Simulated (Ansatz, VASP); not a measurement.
**Ag: VASP beside Ansatz**

```
CELL_PARAMETERS angstrom
0.00000 2.12482 2.12482
2.12482 0.00000 2.12482
2.12482 2.12482 0.00000
ATOMIC_POSITIONS crystal
Ag 0.00000 0.00000 0.00000
```

Change from the starting cell: strain +0.040 along x and y, +0.040 along z, atoms carried along.

Alike in both runs: task single point; functional PBEsol; k mesh 20 × 20 × 20; occupations gaussian, width 0.15 eV; no spin polarisation.

|  | VASP | Ansatz |
| --- | --- | --- |
| version | VASP 6.6.1 | Ansatz 0.2.0 |
| potentials or method | VASP PAW PBE potentials, release 64 (Ag), cutoff 520 eV | scalar-relativistic, plane waves, PAW |
| valence electrons in the cell | 11 | 19 |

```tsv
	VASP	Ansatz	Ansatz less VASP
gap on the k mesh at the Fermi level (eV)	none	none	-
pressure (GPa)	-11.3	-11.2	+0.07
```

VASP's potentials were made for PBE, not for PBEsol. A gap of «none» marks a metal or a gap that the smearing closes. VASP's potentials hold 11 valence electrons a cell and Ansatz's 19, so a difference there can come from the potentials and not from the codes.
